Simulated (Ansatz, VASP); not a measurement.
## Two plane-wave programs on W6C

```
W C
1.0
    -3.09896    3.09896    3.09896
     3.09896   -3.09896    3.09896
     3.09896    3.09896   -3.09896
W C
6 1
Cartesian
  0.0000 0.0000 4.4974
  0.0000 0.0000 1.7005
  1.7005 0.0000 0.0000
  4.4974 0.0000 0.0000
  0.0000 4.4974 0.0000
  0.0000 1.7005 0.0000
  0.0000 0.0000 0.0000
```

Change from the starting cell: species swapped into the SF6 type (Im-3m, No. 229).

Alike in both runs: task relaxation of cell and atoms; functional PBE; k mesh 4 × 4 × 4; occupations gaussian, width 0.1 eV; no spin polarisation.

|  | VASP | Ansatz |
| --- | --- | --- |
| version | VASP 6.6.1 | Ansatz 0.2.0 |
| potentials or method | VASP PAW PBE potentials, release 64 (W_sv, C), cutoff 600 eV | scalar-relativistic, plane waves, PAW |
| valence electrons in the cell | 88 | 88 |

Ansatz gave:

| Quantity | Value |
| --- | --- |
| gap on the k mesh at the Fermi level, each at its own relaxed structure (eV) | none |
| relaxed volume (Å³/atom) | 18.38 |
| relaxed cell length with the largest relative difference (Å) | 5.508 |

Q: Which values does VASP return?

A: gap on the k mesh at the Fermi level, each at its own relaxed structure (eV): none; relaxed volume (Å³/atom): 18.50; relaxed cell length with the largest relative difference (Å): 5.520.

A gap of «none» marks a metal or a gap that the smearing closes.

Neither program's run includes spin-orbit coupling.
